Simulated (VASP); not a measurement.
# WSe2 in VASP: a series of runs

WSe2 is run at these levels: PBE+D3(BJ); tasks: single point.

All numbers are computed with VASP 6.6.1; they aren't measurements. Logs are shortened: lines on timing, memory, paths and dates and some standing lists are left out, and cuts for length are marked.

**1. The cell of the first run**

The cell holds a slab with vacuum, 6 atoms: a = 3.285 Å, b = 3.285 Å, c = 24.239 Å, α = 90.00°, β = 90.00°, γ = 120.00°.

**2. Single point, PBE+D3(BJ) (layers slid over each other)**

Input file INCAR:

```
SYSTEM = WSe2
ALGO     = Normal         ! electronic algorithm
DIPOL    = 0.5 0.5 0.393
EDIFF    = 1E-6           ! SCF threshold, eV
ENCUT    = 520            ! plane-wave cutoff, eV
GGA      = PE             ! functional
IDIPOL   = 3            
ISIF     = 2              ! what is computed and relaxed
ISMEAR   = 0              ! smearing method
IVDW     = 12             ! dispersion correction
LASPH    = .TRUE.         ! aspherical terms in the spheres
LCHARG   = .FALSE.        ! write CHGCAR
LDIPOL   = .TRUE.       
LREAL    = .FALSE.        ! projectors in reciprocal space
LWAVE    = .FALSE.        ! write WAVECAR
NBANDS   = 35             ! bands
NELM     = 60             ! most SCF steps
PREC     = Accurate       ! precision mode
SIGMA    = 0.05           ! smearing width, eV
```

Input file KPOINTS:

```
k-points
0
G
  9 9 1
  0 0 0
```

Input file POSCAR:

```
WSe2
1.0
    3.2854929709      0.0000000000      0.0000000000
   -1.6427464855      2.8453203767      0.0000000000
    0.0000000000      0.0000000000     24.2386466774
Se W
4 2
Direct
    0.3333333333      0.6666666667      0.1856539294
    0.3333333333      0.6666666667      0.3246601777
    0.6666666667      0.3333333333      0.4620440855
    0.6666666667      0.3333333333      0.6010503338
    0.6666666667      0.3333333333      0.2551570536
    0.3333333333      0.6666666667      0.5315472097
```

Potentials or basis: VASP PAW PBE potentials, release 64 (Se, W_sv).

Run with:

```bash
> cat potpaw_PBE.64/Se/POTCAR potpaw_PBE.64/W_sv/POTCAR > POTCAR
> mpirun -np 1 vasp_std > vasp.out
```

OUTCAR:

```text
SYSTEM = WSe2
   EDIFF = 1E-6
   ENCUT = 520
   GGA = PE
   ISIF = 2
   ISMEAR = 0
   IVDW = 12
   LASPH = .TRUE.
   LREAL = .FALSE.
   NELM = 60
   PREC = Accurate
 IVDW          = 12

 ion  position               nearest neighbor table
   1  0.333  0.667  0.186-   5 2.54   5 2.54   5 2.54
   2  0.333  0.667  0.325-   5 2.54   5 2.54   5 2.54
   3  0.667  0.333  0.462-   6 2.54   6 2.54   6 2.54
   4  0.667  0.333  0.601-   6 2.54   6 2.54   6 2.54
   5  0.667  0.333  0.255-   2 2.54   2 2.54   2 2.54   1 2.54   1 2.54   1 2.54
   6  0.333  0.667  0.532-   4 2.54   4 2.54   4 2.54   3 2.54   3 2.54   3 2.54

  LATTYP: Found a hexagonal cell.
 ALAT       =     3.2854929709
 C/A-ratio  =     7.3774763459

  Lattice vectors:

 A1 = (   3.2854929709,   0.0000000000,   0.0000000000)
 A2 = (  -1.6427464855,   2.8453203767,   0.0000000000)
 A3 = (   0.0000000000,   0.0000000000,  24.2386466774)

Analysis of symmetry for initial positions (statically):
=====================================================================
 Subroutine PRICEL returns:
 Original cell was already a primitive cell.

 Routine SETGRP: Setting up the symmetry group for a
 hexagonal supercell.

 Subroutine GETGRP returns: Found 12 space group operations
 (whereof  6 operations were pure point group operations)
 out of a pool of 24 trial point group operations.

The static configuration has the point symmetry C_3v.
 The point group associated with its full space group is D_3d.

Analysis of symmetry for dynamics (positions and initial velocities):
=====================================================================
 Subroutine PRICEL returns:
 Original cell was already a primitive cell.

 Routine SETGRP: Setting up the symmetry group for a
 hexagonal supercell.

 Subroutine GETGRP returns: Found 12 space group operations
 (whereof  6 operations were pure point group operations)
 out of a pool of 24 trial point group operations.

The dynamic configuration has the point symmetry C_3v.
 The point group associated with its full space group is D_3d.

 Subroutine INISYM returns: Found 12 space group operations
 (whereof  6 operations are pure point group operations),
 and found     1 'primitive' translations

----------------------------------------------------------------------------------------

                                     Primitive cell

  volume of cell :     226.5897

  direct lattice vectors                    reciprocal lattice vectors
     3.285492971  0.000000000  0.000000000     0.304368327  0.175727136  0.000000000
    -1.642746486  2.845320377  0.000000000     0.000000000  0.351454271  0.000000000
     0.000000000  0.000000000 24.238646677     0.000000000  0.000000000  0.041256429

  length of vectors
     3.285492971  3.285492971 24.238646677     0.351454271  0.351454271  0.041256429

  position of ions in fractional coordinates (direct lattice)
     0.333333333  0.666666667  0.185653929
     0.333333333  0.666666667  0.324660178
     0.666666667  0.333333333  0.462044085
     0.666666667  0.333333333  0.601050334
     0.666666667  0.333333333  0.255157054
     0.333333333  0.666666667  0.531547210

  ion indices of the primitive-cell ions
   primitive index   ion index
                 1           1
                 2           2
                 3           3
                 4           4
                 5           5
                 6           6

----------------------------------------------------------------------------------------

 KPOINTS: k-points

Automatic generation of k-mesh.
 Grid dimensions read from file:
 generate k-points for:    9    9    1

 Generating k-lattice:

  Cartesian coordinates                     Fractional coordinates (reciprocal lattice)
     0.033818703  0.019525237  0.000000000     0.111111111  0.000000000  0.000000000
     0.000000000  0.039050475  0.000000000     0.000000000  0.111111111  0.000000000
     0.000000000  0.000000000  0.041256429     0.000000000  0.000000000  1.000000000

  Length of vectors
     0.039050475  0.039050475  0.041256429

  Shift w.r.t. Gamma in fractional coordinates (k-lattice)
     0.000000000  0.000000000  0.000000000

 Subroutine IBZKPT returns following result:
 ===========================================

 Found     12 irreducible k-points:

 Following reciprocal coordinates:
            Coordinates               Weight
  0.000000  0.000000  0.000000      1.000000
  0.111111 -0.000000  0.000000      6.000000
  0.222222  0.000000  0.000000      6.000000
  0.333333 -0.000000  0.000000      6.000000
  0.444444  0.000000  0.000000      6.000000
  0.111111  0.111111  0.000000      6.000000
  0.222222  0.111111  0.000000     12.000000
  0.333333  0.111111  0.000000     12.000000
  0.444444  0.111111  0.000000      6.000000
  0.222222  0.222222  0.000000      6.000000
  0.333333  0.222222  0.000000     12.000000
  0.333333  0.333333  0.000000      2.000000
   k-points           NKPTS =     12   k-points in BZ     NKDIM =     12   number of bands    NBANDS=     35
   number of dos      NEDOS =    301   number of ions     NIONS =      6
   total plane-waves  NPLWV = 103680
   dimension x,y,z NGX =    24 NGY =   24 NGZ =  180
   dimension x,y,z NGXF=    48 NGYF=   48 NGZF=  360
   ions per type =               4   2
   NGX,Y,Z   is equivalent  to a cutoff of  12.14, 12.14, 12.35 a.u.
   NGXF,Y,Z  is equivalent  to a cutoff of  24.29, 24.29, 24.69 a.u.
 SYSTEM =  WSe2
   PREC   = accura    normal or accurate (medium, high low for compatibility)
   ISTART =      0    job   : 0-new  1-cont  2-samecut
   ICHARG =      2    charge: 1-file 2-atom 10-const
   ISPIN  =      1    spin polarized calculation?
   LNONCOLLINEAR =      F non collinear calculations
   LSORBIT =      F    spin-orbit coupling
   LASPH  =      T    aspherical Exc in radial PAW
   ENCUT  =  520.0 eV  38.22 Ry    6.18 a.u.   6.11  6.11 45.07*2*pi/ulx,y,z
   NELM   =     60;   NELMIN=  2; NELMDL= -5     # of ELM steps
   EDIFF  = 0.1E-05   stopping-criterion for ELM
   LREAL  =      F    real-space projection
   EDIFFG = 0.1E-04   stopping-criterion for IOM
   NSW    =      0    number of steps for IOM
   IBRION =     -1    ionic relax: 0-MD 1-quasi-New 2-CG
   NFREE  =      0    steps in history (QN), initial steepest desc. (CG)
   ISIF   =      2    stress and relaxation
   ISYM   =      2    0-nonsym 1-usesym 2-fastsym
   POTIM  = 0.5000    time-step for ionic-motion
   TEBEG  =    0.0;   TEEND  =   0.0 temperature during run
   PSTRESS=    0.0 pullay stress
   NELECT =      52.0000    total number of electrons
   NUPDOWN=      -1.0000    fix difference up-down
   EMIN   =  10.00;   EMAX   =-10.00  energy-range for DOS
   EFERMI =   0.00;   METHOD = LEGACY
   ISMEAR =     0;   SIGMA  =   0.05  broadening in eV -4-tet -1-fermi 0-gaus
   EFERMI_NEDOS =   21; number of points for ismear=-14 and -15
   IALGO  =     38    algorithm
   IMIX   =      4    mixing-type and parameters
     AMIX     =   0.40;   BMIX     =  1.00
     AMIX_MAG =   1.60;   BMIX_MAG =  1.00
  volume/ion in A,a.u.               =      37.76       254.85
  Fermi-wavevector in a.u.,A,eV,Ry     =   1.002296  1.894064 13.668371  1.004597
  Thomas-Fermi vector in A             =   2.134774
   LORBIT       =      0    0 simple, 1 ext, 2 COOP (PROOUT), +10 PAW based schemes
   GGA     = PE    functional components
   LHFCALC =     F    Hartree Fock is set to
   AEXX    =    0.0000 exact exchange contribution
   IVDW    =    12    specifies the selected vdW correction
   LEPSILON=     F    determine dielectric tensor
   LRPA    =     F    only Hartree local field effects (RPA)
 non-spin polarized calculation
 Gauss-broadening in eV      SIGMA  =   0.05
  energy-cutoff  :      520.00
  volume of cell :      226.59
 maximum number of plane-waves:      6144
   NGX = 13   NGY = 13   NGZ = 91

 dipolmoment           0.000000      0.000000      0.000082 electrons x Angstroem

 number of electron      51.9999992 magnetization

 dipolmoment           0.000000      0.000000     -0.000001 electrons x Angstroem

 Free energy of the ion-electron system (eV)
  ---------------------------------------------------
  ext. energy  EPLUGINS =         0.00000000
  ---------------------------------------------------
  free energy    TOTEN  =       -43.20316801 eV

  energy without entropy =      -43.20316801  energy(sigma->0) =      -43.20316801

 E-fermi :   1.2879     XC(G=0):  -6.2403

 val. band max:        0.8956882233   @ k =   0.3333   0.3333   0.0000
 cond. band min:       2.3983434534   @ k =   0.2222   0.1111   0.0000
 fundamental gap:      1.5026552301
 Fermi energy:         1.2878719856

 k-point     1 :       0.0000    0.0000    0.0000
  band No.  band energies     occupation
      1     -73.1821      2.00000
      2     -73.1821      2.00000
      3     -37.4275      2.00000
      4     -37.4275      2.00000
      5     -37.2940      2.00000
      6     -37.2940      2.00000
[... 27 lines left out ...]
     34       4.0344      0.00000
     35       5.1972      0.00000

 k-point     2 :       0.1111   -0.0000    0.0000
  band No.  band energies     occupation
      1     -73.1809      2.00000
      2     -73.1809      2.00000
      3     -37.4222      2.00000
      4     -37.4222      2.00000
      5     -37.3217      2.00000
      6     -37.3217      2.00000
[... 27 lines left out ...]
     34       4.1692      0.00000
     35       5.6102      0.00000

 k-point     3 :       0.2222    0.0000    0.0000
  band No.  band energies     occupation
      1     -73.1778      2.00000
      2     -73.1778      2.00000
      3     -37.4089      2.00000
      4     -37.4089      2.00000
      5     -37.3914      2.00000
      6     -37.3914      2.00000
[... 27 lines left out ...]
     34       4.7491      0.00000
     35       6.2764      0.00000

 k-point     4 :       0.3333   -0.0000    0.0000
  band No.  band energies     occupation
      1     -73.1742      2.00000
      2     -73.1742      2.00000
      3     -37.4696      2.00000
      4     -37.4696      2.00000
      5     -37.3936      2.00000
      6     -37.3936      2.00000
[... 27 lines left out ...]
     34       5.1660      0.00000
     35       6.6917      0.00000

 k-point     5 :       0.4444    0.0000    0.0000
  band No.  band energies     occupation
      1     -73.1720      2.00000
      2     -73.1719      2.00000
      3     -37.5201      2.00000
      4     -37.5201      2.00000
      5     -37.3837      2.00000
      6     -37.3837      2.00000
[... 182 lines left out ...]
 k-point    10 :       0.2222    0.2222    0.0000
  band No.  band energies     occupation
      1     -73.1727      2.00000
      2     -73.1727      2.00000
      3     -37.4742      2.00000
      4     -37.4741      2.00000
      5     -37.3870      2.00000
      6     -37.3869      2.00000
[... 27 lines left out ...]
     34       5.5555      0.00000
     35       7.2173      0.00000

 k-point    11 :       0.3333    0.2222    0.0000
  band No.  band energies     occupation
      1     -73.1710      2.00000
      2     -73.1709      2.00000
      3     -37.4924      2.00000
      4     -37.4923      2.00000
      5     -37.4040      2.00000
      6     -37.4040      2.00000
[... 27 lines left out ...]
     34       5.6517      0.00000
     35       6.3679      0.00000

 k-point    12 :       0.3333    0.3333    0.0000
  band No.  band energies     occupation
      1     -73.1703      2.00000
      2     -73.1703      2.00000
      3     -37.4684      2.00000
      4     -37.4684      2.00000
      5     -37.4450      2.00000
      6     -37.4450      2.00000
[... 27 lines left out ...]
     34       5.7498      0.00000
     35       6.7884      0.00000

------------------------ aborting loop because EDIFF is reached ----------------------------------------

 vacuum level on the upper side and lower side of the slab       (xc-potential included)        -0.144        -0.146

 Edisp (eV)   -2.35633

 E8    (eV) :    -1.0831

  FORCE on cell =-STRESS in cart. coord.  units (eV):
  Direction    XX          YY          ZZ          XY          YZ          ZX
  --------------------------------------------------------------------------------------
  -------------------------------------------------------------------------------------
  Total      -0.02827    -0.02827    -0.29240     0.00000     0.00000     0.00000
  in kB      -0.19990    -0.19990    -2.06753     0.00000     0.00000     0.00000
  external pressure =       -0.82 kB  Pullay stress =        0.00 kB

 VOLUME and BASIS-vectors are now :
 -----------------------------------------------------------------------------
  energy-cutoff  :      520.00
  volume of cell :      226.59
      direct lattice vectors                 reciprocal lattice vectors
     3.285492971  0.000000000  0.000000000     0.304368327  0.175727136  0.000000000
    -1.642746486  2.845320377  0.000000000     0.000000000  0.351454271  0.000000000
     0.000000000  0.000000000 24.238646677     0.000000000  0.000000000  0.041256429

 POSITION                                       TOTAL-FORCE (eV/Angst)
 -----------------------------------------------------------------------------------
     -0.00000      1.89688      4.50000         0.000000     -0.000000     -0.035454
     -0.00000      1.89688      7.86932        -0.000000     -0.000000      0.116450
      1.64275      0.94844     11.19932         0.000000      0.000000     -0.116450
      1.64275      0.94844     14.56865        -0.000000      0.000000      0.035454
      1.64275      0.94844      6.18466        -0.000000      0.000000      0.031266
     -0.00000      1.89688     12.88399         0.000000     -0.000000     -0.031266
 -----------------------------------------------------------------------------------
    total drift:                               -0.000000      0.000000      0.000017

  FREE ENERGIE OF THE ION-ELECTRON SYSTEM (eV)
  ---------------------------------------------------
  free  energy   TOTEN  =       -45.5594999686 eV

  energy  without entropy=      -45.5594999686  energy(sigma->0) =      -45.55949997

 vacuum level on the upper side and lower side of the slab         5.825         5.824
```

Run time: 74 s. Hardware: 1 thread of Intel Xeon 6975P-C (Granite Rapids), shared host; peak memory 0.35 GiB.

Results:

```
Free energy                : -45.5595 eV
Largest force              : 0.116 eV/Å
Band gap on the k mesh     : 1.50 eV (least direct gap 1.63 eV)
Dispersion energy per atom : -0.393 eV
```

Forces on the atoms (eV/Å):
```
Se   0.000  0.000 -0.035
Se   0.000  0.000  0.116
Se   0.000  0.000 -0.116
Se   0.000  0.000  0.035
W    0.000  0.000  0.031
W    0.000  0.000 -0.031
```

Levels at points of the mesh, in eV from the valence-band top:
```tsv
k point	band 23	band 24	band 25	band 26	band 27	band 28	band 29	band 30
(0.00, 0.00, 0.00)	-1.20	-1.20	-0.62	-0.06	2.93	2.93	2.95	2.95
```

Caveat: the cell differs from its parent crystal (layers slid over each other); spin-orbit coupling is left out, which moves the levels of the heavy elements.

**3. Single point, PBE+D3(BJ) (layers slid over each other)**

Input file INCAR:

```
PREC = Accurate
ENCUT = 520
EDIFF = 1E-6
ISMEAR = 0
SIGMA = 0.05
LREAL = F
LASPH = T
NELM = 100
ALGO = Normal
ISIF = 2
LWAVE = F
LCHARG = T
LDIPOL = T
IDIPOL = 3
DIPOL = 0.5 0.5 0.407
GGA = PE
IVDW = 12
LELF = T
LVHAR = T
LVACPOTAV = T
NBANDS = 35
```

Input file KPOINTS:

```
regular mesh
0
Gamma
  9 9 1
```

Input file POSCAR:

```
WSe2
1.0
    3.2854929709      0.0000000000      0.0000000000
   -1.6427464855      2.8453203767      0.0000000000
    0.0000000000      0.0000000000     24.2386466774
Se W
4 2
Direct
    0.3333333333      0.6666666667      0.1856539294
    0.3333333333      0.6666666667      0.3246601777
    0.6666666667      0.3333333333      0.4900984571
    0.6666666667      0.3333333333      0.6291047054
    0.6666666667      0.3333333333      0.2551570536
    0.3333333333      0.6666666667      0.5596015813
```

Potentials or basis: VASP PAW PBE potentials, release 64 (Se, W_sv).

Run with:

```bash
> cat potpaw_PBE.64/Se/POTCAR potpaw_PBE.64/W_sv/POTCAR > POTCAR
> mpirun -np 1 vasp_std > vasp.out
```

Run time: 74 s. Hardware: 1 thread of Intel Xeon 6975P-C (Granite Rapids), shared host; peak memory 0.35 GiB.

Results (log left out):

```yaml
Free_energy: -45.4658 eV
Largest_force: 0.143 eV/Å
Band_gap_on_the_k_mesh: 1.59 eV (least direct gap 1.65 eV)
Dispersion_energy_per_atom: -0.373 eV
```

Forces on the atoms (eV/Å):
```
Se   0.000  0.000 -0.040
Se   0.000  0.000  0.143
Se   0.000  0.000 -0.143
Se   0.000  0.000  0.040
W    0.000  0.000  0.033
W    0.000  0.000 -0.033
```

Levels at points of the mesh, in eV from the valence-band top:
```
           k point  band 22  band 23  band 24  band 25  band 26  band 27  band 28  band 29  band 30  band 31
(0.00, 0.00, 0.00)    -1.19    -1.18    -1.18    -0.56    -0.25     2.97     2.97     2.98     2.98     3.13
```

Caveat: the cell differs from its parent crystal (layers slid over each other); spin-orbit coupling is left out, which moves the levels of the heavy elements.
